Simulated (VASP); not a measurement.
# Pb (I4/mmm) in VASP: notebook

The runs below take Pb through single point, with PBEsol.

All numbers are computed with VASP 6.6.1; they aren't measurements. Logs are shortened: lines on timing, memory, paths and dates and some standing lists are left out, and cuts for length are marked.

## (1) The cell of the first run

Symmetry: I4/mmm, No. 139, tetragonal system. The conventional cell has a = 3.959 Å, b = 3.959 Å, c = 3.801 Å, α = 90.00°, β = 90.00°, γ = 90.00°. Pb (site symmetry 4/mmm) has 14 Pb at 3.38 to 3.96 Å within 4.4 Å.

## (2) Single point, PBEsol

Input file INCAR:

```
SYSTEM = Pb
  PREC = Accurate
  ENCUT = 520
  EDIFF = 1E-6
  ISMEAR = -1
  SIGMA = 0.05
  LREAL = .False.
  LASPH = .True.
  NELM = 60
  ALGO = Normal
  ISIF = 2
  LWAVE = .False.
  LCHARG = .False.
  GGA = PS
  NBANDS = 13
```

Input file KPOINTS:

```
regular mesh
0
Gamma
  8 8 8
  0 0 0
```

Input file POSCAR:

```
Pb
1.0
   -1.9796595667      1.9796595667      1.9004731840
    1.9796595667     -1.9796595667      1.9004731840
    1.9796595667      1.9796595667     -1.9004731840
Pb
1
Direct
    0.0000000000      0.0000000000      0.0000000000
```

Potentials or basis: VASP PAW PBE potentials, release 64 (Pb_d).

Command:

```
> cat potpaw_PBE.64/Pb_d/POTCAR > POTCAR
> mpirun -np 1 vasp_std > vasp.out
```

OUTCAR:

```text
SYSTEM = Pb
   PREC = Accurate
   ENCUT = 520
   EDIFF = 1E-6
   ISMEAR = -1
   LREAL = .False.
   LASPH = .True.
   NELM = 60
   ISIF = 2
   GGA = PS

 ion  position               nearest neighbor table
   1  0.000  0.000  0.000-

  LATTYP: Found a body centered tetragonal cell.
 ALAT       =     3.9593191334
 C/A-ratio  =     0.9600000000

  Lattice vectors:

 A1 = (  -1.9796595667,   1.9796595667,   1.9004731840)
 A2 = (   1.9796595667,  -1.9796595667,   1.9004731840)
 A3 = (   1.9796595667,   1.9796595667,  -1.9004731840)

Analysis of symmetry for initial positions (statically):
=====================================================================
 Subroutine PRICEL returns:
 Original cell was already a primitive cell.

 Routine SETGRP: Setting up the symmetry group for a
 body centered tetragonal supercell.

 Subroutine GETGRP returns: Found 16 space group operations
 (whereof 16 operations were pure point group operations)
 out of a pool of 16 trial point group operations.

The static configuration has the point symmetry D_4h.

Analysis of symmetry for dynamics (positions and initial velocities):
=====================================================================
 Subroutine PRICEL returns:
 Original cell was already a primitive cell.

 Routine SETGRP: Setting up the symmetry group for a
 body centered tetragonal supercell.

 Subroutine GETGRP returns: Found 16 space group operations
 (whereof 16 operations were pure point group operations)
 out of a pool of 16 trial point group operations.

The dynamic configuration has the point symmetry D_4h.

 Subroutine INISYM returns: Found 16 space group operations
 (whereof 16 operations are pure point group operations),
 and found     1 'primitive' translations

----------------------------------------------------------------------------------------

                                     Primitive cell

  volume of cell :      29.7922

  direct lattice vectors                    reciprocal lattice vectors
    -1.979659567  1.979659567  1.900473184     0.000000000  0.252568678  0.263092373
     1.979659567 -1.979659567  1.900473184     0.252568678  0.000000000  0.263092373
     1.979659567  1.979659567 -1.900473184     0.252568678  0.252568678  0.000000000

  length of vectors
     3.383770430  3.383770430  3.383770430     0.364703351  0.364703351  0.357186050

  position of ions in fractional coordinates (direct lattice)
     0.000000000  0.000000000  0.000000000

  ion indices of the primitive-cell ions
   primitive index   ion index
                 1           1

----------------------------------------------------------------------------------------

 KPOINTS: regular mesh

Automatic generation of k-mesh.
 Grid dimensions read from file:
 generate k-points for:    8    8    8

 Generating k-lattice:

  Cartesian coordinates                     Fractional coordinates (reciprocal lattice)
     0.000000000  0.031571085  0.032886547     0.125000000  0.000000000 -0.000000000
     0.031571085  0.000000000  0.032886547     0.000000000  0.125000000 -0.000000000
     0.031571085  0.031571085  0.000000000     0.000000000  0.000000000  0.125000000

  Length of vectors
     0.045587919  0.045587919  0.044648256

  Shift w.r.t. Gamma in fractional coordinates (k-lattice)
     0.000000000  0.000000000  0.000000000

 Subroutine IBZKPT returns following result:
 ===========================================

 Found     59 irreducible k-points:

 Following reciprocal coordinates:
            Coordinates               Weight
  0.000000  0.000000  0.000000      1.000000
  0.125000  0.000000 -0.000000      8.000000
  0.250000  0.000000 -0.000000      8.000000
  0.375000  0.000000 -0.000000      8.000000
  0.500000  0.000000 -0.000000      4.000000
  0.125000  0.125000 -0.000000      8.000000
[... 16 lines left out ...]
  0.250000  0.125000  0.125000     16.000000
  0.375000  0.125000  0.125000      8.000000
 [... further k-points ...]
   k-points           NKPTS =     59   k-points in BZ     NKDIM =     59   number of bands    NBANDS=     13
   number of dos      NEDOS =    301   number of ions     NIONS =      1
   total plane-waves  NPLWV =  21952
   dimension x,y,z NGX =    28 NGY =   28 NGZ =   28
   dimension x,y,z NGXF=    56 NGYF=   56 NGZF=   56
   ions per type =               1
   NGX,Y,Z   is equivalent  to a cutoff of  13.76, 13.76, 13.76 a.u.
   NGXF,Y,Z  is equivalent  to a cutoff of  27.51, 27.51, 27.51 a.u.
 SYSTEM =  Pb
   PREC   = accura    normal or accurate (medium, high low for compatibility)
   ISTART =      0    job   : 0-new  1-cont  2-samecut
   ICHARG =      2    charge: 1-file 2-atom 10-const
   ISPIN  =      1    spin polarized calculation?
   LNONCOLLINEAR =      F non collinear calculations
   LSORBIT =      F    spin-orbit coupling
   LASPH  =      T    aspherical Exc in radial PAW
   ENCUT  =  520.0 eV  38.22 Ry    6.18 a.u.   6.29  6.29  6.29*2*pi/ulx,y,z
   NELM   =     60;   NELMIN=  2; NELMDL= -5     # of ELM steps
   EDIFF  = 0.1E-05   stopping-criterion for ELM
   LREAL  =      F    real-space projection
   EDIFFG = 0.1E-04   stopping-criterion for IOM
   NSW    =      0    number of steps for IOM
   IBRION =     -1    ionic relax: 0-MD 1-quasi-New 2-CG
   NFREE  =      0    steps in history (QN), initial steepest desc. (CG)
   ISIF   =      2    stress and relaxation
   ISYM   =      2    0-nonsym 1-usesym 2-fastsym
   POTIM  = 0.5000    time-step for ionic-motion
   TEBEG  =    0.0;   TEEND  =   0.0 temperature during run
   PSTRESS=    0.0 pullay stress
   NELECT =      14.0000    total number of electrons
   NUPDOWN=      -1.0000    fix difference up-down
   EMIN   =  10.00;   EMAX   =-10.00  energy-range for DOS
   EFERMI =   0.00;   METHOD = LEGACY
   ISMEAR =    -1;   SIGMA  =   0.05  broadening in eV -4-tet -1-fermi 0-gaus
   EFERMI_NEDOS =   21; number of points for ismear=-14 and -15
   IALGO  =     38    algorithm
   IMIX   =      4    mixing-type and parameters
     AMIX     =   0.40;   BMIX     =  1.00
     AMIX_MAG =   1.60;   BMIX_MAG =  1.00
  volume/ion in A,a.u.               =      29.79       201.05
  Fermi-wavevector in a.u.,A,eV,Ry     =   1.272770  2.405186 22.040668  1.619943
  Thomas-Fermi vector in A             =   2.405630
   LORBIT       =      0    0 simple, 1 ext, 2 COOP (PROOUT), +10 PAW based schemes
   GGA     = PS    functional components
   LHFCALC =     F    Hartree Fock is set to
   AEXX    =    0.0000 exact exchange contribution
   IVDW    =     0    specifies the selected vdW correction
   LEPSILON=     F    determine dielectric tensor
   LRPA    =     F    only Hartree local field effects (RPA)
 non-spin polarized calculation
  energy-cutoff  :      520.00
  volume of cell :       29.79
 maximum number of plane-waves:       813
 NGX is ok and might be reduce to    28
   NGX = 13   NGY = 13   NGZ = 13

 number of electron      14.0000000 magnetization

 Free energy of the ion-electron system (eV)
  ---------------------------------------------------
  ext. energy  EPLUGINS =         0.00000000
  ---------------------------------------------------
  free energy    TOTEN  =        -3.98356474 eV

  energy without entropy =       -3.98290281  energy(sigma->0) =       -3.98323377

 E-fermi :   7.2344     XC(G=0): -10.4277

 val. band max:        7.0706651000   @ k =  -0.3750   0.5000   0.3750
 cond. band min:       7.4023059533   @ k =   0.5000   0.5000   0.5000
 fundamental gap:      0.3316408533
 Fermi energy:         7.2344000125

 k-point     1 :       0.0000    0.0000    0.0000
  band No.  band energies     occupation
      1      -9.7714      2.00000
      2      -9.7427      2.00000
      3      -9.7427      2.00000
      4      -9.5166      2.00000
      5      -9.4847      2.00000
      6      -4.5913      2.00000
      7      14.9787      0.00000
      8      14.9787      0.00000
      9      15.2970      0.00000
     10      18.3253      0.00000
     11      18.3253      0.00000
     12      18.7884      0.00000
     13      19.3499      0.00000

 k-point     2 :       0.1250    0.0000   -0.0000
  band No.  band energies     occupation
      1      -9.7731      2.00000
      2      -9.7297      2.00000
      3      -9.6967      2.00000
      4      -9.5176      2.00000
      5      -9.4963      2.00000
      6      -4.2617      2.00000
      7      12.4889      0.00000
      8      13.9867      0.00000
      9      14.5765      0.00000
     10      17.0283      0.00000
     11      17.6760      0.00000
     12      18.5120      0.00000
     13      20.7957      0.00000

 k-point     3 :       0.2500    0.0000   -0.0000
  band No.  band energies     occupation
      1      -9.8055      2.00000
      2      -9.7197      2.00000
      3      -9.5538      2.00000
      4      -9.5245      2.00000
      5      -9.5043      2.00000
      6      -3.2760      2.00000
      7       8.5358      0.00000
      8      12.3361      0.00000
      9      13.4628      0.00000
     10      15.7252      0.00000
     11      16.8389      0.00000
     12      19.2278      0.00000
     13      21.5208      0.00000
[... 305 lines left out ...]
 k-point    23 :       0.2500    0.1250    0.1250
  band No.  band energies     occupation
      1      -9.7924      2.00000
      2      -9.7227      2.00000
      3      -9.5175      2.00000
      4      -9.5028      2.00000
      5      -9.4493      2.00000
      6      -1.2302      2.00000
      7       5.3191      2.00000
      8       8.6455      0.00000
      9       9.7646      0.00000
     10      19.0886      0.00000
     11      19.9275      0.00000
     12      21.3440      0.00000
     13      22.7227      0.00000

 k-point    24 :       0.3750    0.1250    0.1250
  band No.  band energies     occupation
      1      -9.8006      2.00000
      2      -9.7074      2.00000
      3      -9.5127      2.00000
      4      -9.4900      2.00000
      5      -9.4414      2.00000
      6      -0.2320      2.00000
      7       3.9715      2.00000
      8       7.9727      0.00000
      9       9.4430      0.00000
     10      18.8689      0.00000
     11      19.7483      0.00000
     12      22.1598      0.00000
     13      23.5711      0.00000

 [... further k-points ...]
[... 5 lines left out ...]
  --------------------------------------------------------------------------------------
  -------------------------------------------------------------------------------------
  Total        0.0587995      0.0587995      0.0830298      0.0000000      0.0000000      0.0000000
  in kB        3.1621430      3.1621430      4.4652071      0.0000000      0.0000000      0.0000000
  external PRESSURE =       3.5964977 kB  Pullay stress =       0.0000000 kB

 VOLUME and BASIS-vectors are now :
 -----------------------------------------------------------------------------
  energy-cutoff  :      520.00
  volume of cell :       29.79
      direct lattice vectors                 reciprocal lattice vectors
    -1.979659567  1.979659567  1.900473184     0.000000000  0.252568678  0.263092373
     1.979659567 -1.979659567  1.900473184     0.252568678  0.000000000  0.263092373
     1.979659567  1.979659567 -1.900473184     0.252568678  0.252568678  0.000000000

 POSITION                                       TOTAL-FORCE (eV/Angst)
 -----------------------------------------------------------------------------------
      0.00000      0.00000      0.00000        -0.000000      0.000000     -0.000000
 -----------------------------------------------------------------------------------
    total drift:                               -0.000000     -0.000000     -0.000000

  FREE ENERGIE OF THE ION-ELECTRON SYSTEM (eV)
  ---------------------------------------------------
  free  energy   TOTEN  =        -3.9835647417 eV

  energy  without entropy=       -3.9829028079  energy(sigma->0) =       -3.98323377
```

Run time: 17 s. Hardware: 1 thread of Intel Xeon 8259CL, shared host; peak memory 0.16 GiB.

Results:

* Free energy: -3.9836 eV
* Pressure: 0.4 GPa
* Band gap on the k mesh: zero (band 7 reaches 14.98 eV, above the bottom of band 8 at 5.43 eV)

Caveat: the PAW data sets were made with another functional, which shifts forces and pressure a little; spin-orbit coupling is left out, which moves the levels of the heavy elements.

## (3) Single point, PBEsol

This run uses another cell than the first one, of 30.41 Å³/atom, 1.021 times its volume.

Input file INCAR:

```
PREC = Accurate ; ENCUT = 520
EDIFF = 1E-6 ; ISMEAR = -1
SIGMA = 0.05 ; LREAL = F
LASPH = T ; NELM = 100
ALGO = Fast ; ISIF = 2
LWAVE = F ; LCHARG = F
GGA = PS ; NBANDS = 13
```

Input file KPOINTS:

```
Automatic mesh
0
Gamma
  8 8 8
```

Input file POSCAR:

```
Pb
1.0
   -1.9796595667      1.9796595667      1.9400663754
    1.9796595667     -1.9796595667      1.9400663754
    1.9796595667      1.9796595667     -1.9400663754
Pb
1
Direct
    0.0000000000      0.0000000000      0.0000000000
```

Potentials or basis: VASP PAW PBE potentials, release 64 (Pb_d).

Command:

```
> cat potpaw_PBE.64/Pb_d/POTCAR > POTCAR
> mpirun -np 1 vasp_std > vasp.out
```

Run time: 26 s. Hardware: 1 thread of Intel Xeon 8259CL, shared host; peak memory 0.16 GiB.

Results (log left out):

```yaml
Free_energy: -3.9830 eV
Pressure: -0.6 GPa
Band_gap_on_the_k_mesh: zero (band 7 reaches 14.63 eV, above the bottom of band 8 at 5.19 eV)
```

Stress tensor (GPa, compression positive):
```
-0.51  0.00  0.00
 0.00 -0.51  0.00
 0.00  0.00 -0.82
```

Levels at points of the mesh, in eV from the Fermi level:
| k point | band 4 | band 5 | band 6 | band 7 | band 8 | band 9 | band 10 | band 11 |
| --- | --- | --- | --- | --- | --- | --- | --- | --- |
| (0.00, 0.00, 0.00) | -16.79 | -16.77 | -11.73 | 7.58 | 7.58 | 7.72 | 11.05 | 11.05 |
| (0.50, 0.00, 0.00) | -16.78 | -16.63 | -7.84 | -4.02 | 3.39 | 5.05 | 7.47 | 8.86 |
| (0.50, 0.50, 0.00) | -16.79 | -16.63 | -7.94 | -4.07 | 3.63 | 5.38 | 7.76 | 9.17 |
| (0.50, 0.50, 0.50) | -16.67 | -16.66 | -5.16 | -0.48 | -0.48 | -0.12 | 4.49 | 4.69 |

Caveat: the PAW data sets were made with another functional, which shifts forces and pressure a little; spin-orbit coupling is left out, which moves the levels of the heavy elements.

## (4) Single point, PBEsol

This run uses another cell than the first one, of 30.72 Å³/atom, 1.031 times its volume.

Input file INCAR:

```
  PREC = Accurate
  ENCUT = 520
  EDIFF = 1E-7
  ISMEAR = -1
  SIGMA = 0.05
  LREAL = False
  LASPH = True
  NELM = 80
  ALGO = Normal
  ISIF = 2
  LWAVE = False
  LCHARG = False
  GGA = PS
  NBANDS = 13
```

KPOINTS is that of step 3.

Input file POSCAR:

```
Pb
1.0
   -1.9796595667      1.9796595667      1.9598629710
    1.9796595667     -1.9796595667      1.9598629710
    1.9796595667      1.9796595667     -1.9598629710
Pb
1
Direct
    0.0000000000      0.0000000000      0.0000000000
```

Command:

```
> cat potpaw_PBE.64/Pb_d/POTCAR > POTCAR
> mpirun -np 1 vasp_std > vasp.out
```

Wall time 20 s (1 thread of Intel Xeon 8259CL, shared host); peak memory 0.17 GiB.

Results (log left out):

| Quantity | Value |
| --- | --- |
| Free energy | -3.9809 eV |
| Pressure | -1.1 GPa |
| Band gap on the k mesh | zero (band 7 reaches 14.46 eV, above the bottom of band 8 at 5.08 eV) |

Stress tensor (GPa, compression positive):
```
-0.95  0.00  0.00
 0.00 -0.95  0.00
 0.00  0.00 -1.42
```

Levels at points of the mesh, in eV from the Fermi level:
```
           k point  band 3  band 4  band 5  band 6  band 7  band 8  band 9  band 10  band 11  band 12
(0.00, 0.00, 0.00)  -17.04  -16.82  -16.81  -11.70    7.49    7.49    7.55    11.03    11.03    11.15
(0.50, 0.00, 0.00)  -16.83  -16.82  -16.67   -7.89   -4.01    3.36    5.04     7.42     8.83    13.90
(0.50, 0.50, 0.00)  -16.83  -16.82  -16.67   -7.93   -4.04    3.48    5.20     7.56     8.98    13.68
(0.50, 0.50, 0.50)  -16.71  -16.71  -16.70   -5.23   -0.44   -0.44   -0.27     4.49     4.59    16.43
```

Caveat: the PAW data sets were made with another functional, which shifts forces and pressure a little; spin-orbit coupling is left out, which moves the levels of the heavy elements.

## (5) The runs side by side

```csv
cell,gap on the mesh (eV),pressure (GPa)
"a = 3.384 Å, angles 108.4, 108.4, 111.7°, 1 atom",none,0.4
"a = 3.406 Å, angles 108.9, 108.9, 110.6°, 1 atom",none,-0.6
"a = 3.417 Å, angles 109.2, 109.2, 110.0°, 1 atom",none,-1.1
```

Alike in all rows: task single point; level PBEsol; potentials or basis VASP PAW PBE potentials, release 64 (Pb_d); no spin polarisation; k mesh 8 × 8 × 8; cutoff (eV) 520; smearing fermi-dirac 0.05 eV.

Caveats: the PAW data sets were made with another functional, which shifts forces and pressure a little; spin-orbit coupling is left out, which moves the levels of the heavy elements.

Total energies depend on the potentials used, so only differences within one code and one set of settings carry meaning.
